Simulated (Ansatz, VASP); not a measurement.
One calculation of Sc, two programs

```
Sc
1.0
     0.00000    3.44421    3.44421
     3.44421    0.00000    3.44421
     3.44421    3.44421    0.00000
Sc
2
Direct
  0.12500 0.12500 0.12500
  0.87500 0.87500 0.87500
```

Alike in both runs: task single point; functional BLYP; k mesh 9 × 9 × 9; occupations fermi-dirac, width 0.1 eV; no spin polarisation.

```csv
,VASP,Ansatz
version,VASP 6.6.1,Ansatz 0.2.0
potentials or method,"VASP PAW PBE potentials, release 64 (Sc_sv), cutoff 520 eV","plane waves (420 eV) with PAW, scalar-relativistic"
valence electrons in the cell,22,22
```

|  | VASP | Ansatz | Ansatz less VASP |
| --- | --- | --- | --- |
| pressure (GPa) | 0.0 | 0.0 | +0.04 |

VASP's potentials were made for PBE, not for BLYP.
